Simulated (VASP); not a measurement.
# Cu (I4/mmm) in VASP: single point with LDA

Aim: the single point of Cu with LDA.

Program: VASP 6.6.1. These are calculated values, not measurements. Logs are shortened: lines on timing, memory, paths and dates and some standing lists are left out, and cuts for length are marked.

### 1 The cell of the first run

It takes space group I4/mmm (No. 139, tetragonal). The conventional cell has a = 3.675 Å, b = 3.675 Å, c = 7.201 Å, α = 90.00°, β = 90.00°, γ = 90.00°. Cu (site symmetry -4m2) has 8 Cu at 2.57 to 2.60 Å within 3.4 Å. Within 3.4 Å of Cu (site symmetry 4/mmm) lie 8 Cu at 2.57 Å.

### 2 Single point, LDA

INCAR reads:

```
PREC = Accurate
ENCUT = 520
EDIFF = 1E-7
ISMEAR = 1
SIGMA = 0.05
LREAL = False
LASPH = True
NELM = 60
ALGO = Normal
ISIF = 2
LWAVE = False
LCHARG = True
GGA = CA
LELF = True
LVHAR = True
NBANDS = 24
```

KPOINTS reads:

```
regular mesh
0
Gamma
  9 9 9
```

POSCAR reads:

```
Cu
1.0
   -1.8373872000      1.8373872000      3.6006280000
    1.8373872000     -1.8373872000      3.6006280000
    1.8373872000      1.8373872000     -3.6006280000
Cu
3
Direct
    0.7500000000      0.2500000000      0.5000000000
    0.2500000000      0.7500000000      0.5000000000
    0.5000000000      0.5000000000      0.0000000000
```

Potentials or basis: VASP PAW LDA potentials, release 64 (Cu).

Started as:

```console
$ cat potpaw_LDA.64/Cu/POTCAR > POTCAR
$ mpirun -np 1 vasp_std > vasp.out
```

OUTCAR:

```text
PREC = Accurate
   ENCUT = 520
   EDIFF = 1E-7
   ISMEAR = 1
   LREAL = False
   LASPH = True
   NELM = 60
   ISIF = 2
   GGA = CA

 ion  position               nearest neighbor table
   1  0.750  0.250  0.500-   3 2.57   3 2.57   3 2.57   3 2.57   2 2.60   2 2.60   2 2.60   2 2.60

   2  0.250  0.750  0.500-   3 2.57   3 2.57   3 2.57   3 2.57   1 2.60   1 2.60   1 2.60   1 2.60

   3  0.500  0.500  0.000-   2 2.57   1 2.57   1 2.57   2 2.57   1 2.57   2 2.57   2 2.57   1 2.57

  LATTYP: Found a body centered tetragonal cell.
 ALAT       =     3.6747744000
 C/A-ratio  =     1.9596457404

  Lattice vectors:

 A1 = (  -1.8373872000,   1.8373872000,   3.6006280000)
 A2 = (   1.8373872000,  -1.8373872000,   3.6006280000)
 A3 = (   1.8373872000,   1.8373872000,  -3.6006280000)

Analysis of symmetry for initial positions (statically):
=====================================================================
 Subroutine PRICEL returns:
 Original cell was already a primitive cell.

 Routine SETGRP: Setting up the symmetry group for a
 body centered tetragonal supercell.

 Subroutine GETGRP returns: Found 16 space group operations
 (whereof 16 operations were pure point group operations)
 out of a pool of 16 trial point group operations.

The static configuration has the point symmetry D_4h.

Analysis of symmetry for dynamics (positions and initial velocities):
=====================================================================
 Subroutine PRICEL returns:
 Original cell was already a primitive cell.

 Routine SETGRP: Setting up the symmetry group for a
 body centered tetragonal supercell.

 Subroutine GETGRP returns: Found 16 space group operations
 (whereof 16 operations were pure point group operations)
 out of a pool of 16 trial point group operations.

The dynamic configuration has the point symmetry D_4h.

 Subroutine INISYM returns: Found 16 space group operations
 (whereof 16 operations are pure point group operations),
 and found     1 'primitive' translations

----------------------------------------------------------------------------------------

                                     Primitive cell

  volume of cell :      48.6228

  direct lattice vectors                    reciprocal lattice vectors
    -1.837387200  1.837387200  3.600628000     0.000000000  0.272125549  0.138864665
     1.837387200 -1.837387200  3.600628000     0.272125549  0.000000000  0.138864665
     1.837387200  1.837387200 -3.600628000     0.272125549  0.272125549  0.000000000

  length of vectors
     4.440327177  4.440327177  4.440327177     0.305508935  0.305508935  0.384843642

  position of ions in fractional coordinates (direct lattice)
     0.750000000  0.250000000  0.500000000
     0.250000000  0.750000000  0.500000000
     0.500000000  0.500000000  0.000000000

  ion indices of the primitive-cell ions
   primitive index   ion index
                 1           1
                 2           2
                 3           3

----------------------------------------------------------------------------------------

 KPOINTS: regular mesh

Automatic generation of k-mesh.
 Grid dimensions read from file:
 generate k-points for:    9    9    9

 Generating k-lattice:

  Cartesian coordinates                     Fractional coordinates (reciprocal lattice)
     0.000000000  0.030236172  0.015429407     0.111111111  0.000000000  0.000000000
     0.030236172  0.000000000  0.015429407     0.000000000  0.111111111  0.000000000
     0.030236172  0.030236172  0.000000000     0.000000000  0.000000000  0.111111111

  Length of vectors
     0.033945437  0.033945437  0.042760405

  Shift w.r.t. Gamma in fractional coordinates (k-lattice)
     0.000000000  0.000000000  0.000000000

 Subroutine IBZKPT returns following result:
 ===========================================

 Found     75 irreducible k-points:

 Following reciprocal coordinates:
            Coordinates               Weight
  0.000000  0.000000  0.000000      1.000000
  0.111111  0.000000 -0.000000      8.000000
  0.222222  0.000000  0.000000      8.000000
  0.333333  0.000000 -0.000000      8.000000
  0.444444  0.000000  0.000000      8.000000
  0.111111  0.111111 -0.000000      8.000000
[... 16 lines left out ...]
 -0.333333  0.333333  0.000000      4.000000
  0.444444  0.444444 -0.000000      8.000000
 [... further k-points ...]
   k-points           NKPTS =     75   k-points in BZ     NKDIM =     75   number of bands    NBANDS=     24
   number of dos      NEDOS =    301   number of ions     NIONS =      3
   total plane-waves  NPLWV =  46656
   dimension x,y,z NGX =    36 NGY =   36 NGZ =   36
   dimension x,y,z NGXF=    72 NGYF=   72 NGZF=   72
   ions per type =               3
   NGX,Y,Z   is equivalent  to a cutoff of  13.48, 13.48, 13.48 a.u.
   NGXF,Y,Z  is equivalent  to a cutoff of  26.96, 26.96, 26.96 a.u.
 SYSTEM =  unknown system
   PREC   = accura    normal or accurate (medium, high low for compatibility)
   ISTART =      0    job   : 0-new  1-cont  2-samecut
   ICHARG =      2    charge: 1-file 2-atom 10-const
   ISPIN  =      1    spin polarized calculation?
   LNONCOLLINEAR =      F non collinear calculations
   LSORBIT =      F    spin-orbit coupling
   LASPH  =      T    aspherical Exc in radial PAW
   ENCUT  =  520.0 eV  38.22 Ry    6.18 a.u.   8.26  8.26  8.26*2*pi/ulx,y,z
   NELM   =     60;   NELMIN=  2; NELMDL= -5     # of ELM steps
   EDIFF  = 0.1E-06   stopping-criterion for ELM
   LREAL  =      F    real-space projection
   EDIFFG = 0.1E-05   stopping-criterion for IOM
   NSW    =      0    number of steps for IOM
   IBRION =     -1    ionic relax: 0-MD 1-quasi-New 2-CG
   NFREE  =      0    steps in history (QN), initial steepest desc. (CG)
   ISIF   =      2    stress and relaxation
   ISYM   =      2    0-nonsym 1-usesym 2-fastsym
   POTIM  = 0.5000    time-step for ionic-motion
   TEBEG  =    0.0;   TEEND  =   0.0 temperature during run
   PSTRESS=    0.0 pullay stress
   NELECT =      33.0000    total number of electrons
   NUPDOWN=      -1.0000    fix difference up-down
   EMIN   =  10.00;   EMAX   =-10.00  energy-range for DOS
   EFERMI =   0.00;   METHOD = LEGACY
   ISMEAR =     1;   SIGMA  =   0.05  broadening in eV -4-tet -1-fermi 0-gaus
   EFERMI_NEDOS =   21; number of points for ismear=-14 and -15
   IALGO  =     38    algorithm
   IMIX   =      4    mixing-type and parameters
     AMIX     =   0.40;   BMIX     =  1.00
     AMIX_MAG =   1.60;   BMIX_MAG =  1.00
  volume/ion in A,a.u.               =      16.21       109.37
  Fermi-wavevector in a.u.,A,eV,Ry     =   1.438687  2.718724 28.161608  2.069820
  Thomas-Fermi vector in A             =   2.557626
   LORBIT       =      0    0 simple, 1 ext, 2 COOP (PROOUT), +10 PAW based schemes
   GGA     = CA    functional components
   LHFCALC =     F    Hartree Fock is set to
   AEXX    =    0.0000 exact exchange contribution
   IVDW    =     0    specifies the selected vdW correction
   LEPSILON=     F    determine dielectric tensor
   LRPA    =     F    only Hartree local field effects (RPA)
 non-spin polarized calculation
 Methfessel and Paxton  Order N= 1 SIGMA  =   0.05
  energy-cutoff  :      520.00
  volume of cell :       48.62
 maximum number of plane-waves:      1326
 NGX is ok and might be reduce to    36
   NGX = 17   NGY = 17   NGZ = 17

 number of electron      32.9999981 magnetization

 Free energy of the ion-electron system (eV)
  ---------------------------------------------------
  ext. energy  EPLUGINS =         0.00000000
  ---------------------------------------------------
  free energy    TOTEN  =       -12.25190345 eV

  energy without entropy =      -12.25155142  energy(sigma->0) =      -12.25178611

 E-fermi :   3.8244     XC(G=0): -11.1872

 val. band max:        3.7684525781   @ k =  -0.4444  -0.4444   0.1111
 cond. band min:       3.8304254107   @ k =  -0.4444   0.2222   0.0000
 fundamental gap:      0.0619728326
 Fermi energy:         3.8243898907

 k-point     1 :       0.0000    0.0000    0.0000
  band No.  band energies     occupation
      1      -3.3953      2.00000
      2       0.3834      2.00000
      3       0.4632      2.00000
      4       0.4936      2.00000
      5       1.1238      2.00000
      6       1.1238      2.00000
[... 16 lines left out ...]
     23      12.5279      0.00000
     24      13.1711      0.00000

 k-point     2 :       0.1111    0.0000   -0.0000
  band No.  band energies     occupation
      1      -3.2200      2.00000
      2       0.4158      2.00000
      3       0.5174      2.00000
      4       0.5334      2.00000
      5       1.0159      2.00000
      6       1.0222      2.00000
[... 16 lines left out ...]
     23      13.2144      0.00000
     24      14.1713      0.00000

 k-point     3 :       0.2222    0.0000    0.0000
  band No.  band energies     occupation
      1      -2.7054      2.00000
      2       0.5041      2.00000
      3       0.6486      2.00000
      4       0.6514      2.00000
      5       0.9242      2.00000
      6       0.9294      2.00000
[... 16 lines left out ...]
     23      13.6376      0.00000
     24      15.2417      0.00000

 k-point     4 :       0.3333    0.0000   -0.0000
  band No.  band energies     occupation
      1      -1.9008      2.00000
      2       0.5888      2.00000
      3       0.7819      2.00000
      4       0.7821      2.00000
      5       0.9091      2.00000
      6       0.9167      2.00000
[... 16 lines left out ...]
     23      15.1995      0.00000
     24      15.4528      0.00000

 k-point     5 :       0.4444    0.0000    0.0000
  band No.  band energies     occupation
      1      -1.0024      2.00000
      2       0.4621      2.00000
      3       0.7778      2.00000
      4       0.7788      2.00000
      5       0.9527      2.00000
      6       1.1067      2.00000
[... 451 lines left out ...]
 k-point    22 :      -0.4444    0.3333   -0.0000
  band No.  band energies     occupation
      1      -0.4422      2.00000
      2       0.2758      2.00000
      3       0.4649      2.00000
      4       0.9226      2.00000
      5       1.1112      2.00000
      6       1.1280      2.00000
[... 16 lines left out ...]
     23      15.1363      0.00000
     24      17.2583      0.00000

 k-point    23 :      -0.3333    0.3333    0.0000
  band No.  band energies     occupation
      1      -1.1100      2.00000
      2       0.4794      2.00000
      3       0.5323      2.00000
      4       0.8791      2.00000
      5       1.0521      2.00000
      6       1.0703      2.00000
[... 16 lines left out ...]
     23      13.8460      0.00000
     24      19.3904      0.00000

 k-point    24 :       0.4444    0.4444   -0.0000
  band No.  band energies     occupation
      1       0.0861      2.00000
      2       0.1760      2.00000
      3       0.4102      2.00000
      4       0.8698      2.00000
      5       1.1609      2.00000
      6       1.1680      2.00000
[... 16 lines left out ...]
     23      14.9404      0.00000
     24      17.2446      0.00000

 [... further k-points ...]
[... 5 lines left out ...]
  --------------------------------------------------------------------------------------
  -------------------------------------------------------------------------------------
  Total       -5.2992079     -5.2992079     -5.0660251      0.0000000     -0.0000000      0.0000000
  in kB     -174.6151497   -174.6151497   -166.9315028      0.0000000     -0.0000000      0.0000000
  external PRESSURE =    -172.0539341 kB  Pullay stress =       0.0000000 kB

 VOLUME and BASIS-vectors are now :
 -----------------------------------------------------------------------------
  energy-cutoff  :      520.00
  volume of cell :       48.62
      direct lattice vectors                 reciprocal lattice vectors
    -1.837387200  1.837387200  3.600628000     0.000000000  0.272125549  0.138864665
     1.837387200 -1.837387200  3.600628000     0.272125549  0.000000000  0.138864665
     1.837387200  1.837387200 -3.600628000     0.272125549  0.272125549  0.000000000

 POSITION                                       TOTAL-FORCE (eV/Angst)
 -----------------------------------------------------------------------------------
      0.00000      1.83739      1.80031        -0.000000      0.000000     -0.000000
      1.83739      0.00000      1.80031         0.000000     -0.000000      0.000000
      0.00000      0.00000      3.60063        -0.000000      0.000000     -0.000000
 -----------------------------------------------------------------------------------
    total drift:                               -0.000000      0.000000      0.000000

  FREE ENERGIE OF THE ION-ELECTRON SYSTEM (eV)
  ---------------------------------------------------
  free  energy   TOTEN  =       -12.2519034479 eV

  energy  without entropy=      -12.2515514199  energy(sigma->0) =      -12.25178611
```

Wall time 3.1 min (1 thread of AMD EPYC 7R13 (Zen 3), shared host); peak memory 0.17 GiB.

What came out:

| Property | Result |
| --- | --- |
| Free energy | -12.2519 eV |
| Pressure | -17.2 GPa |
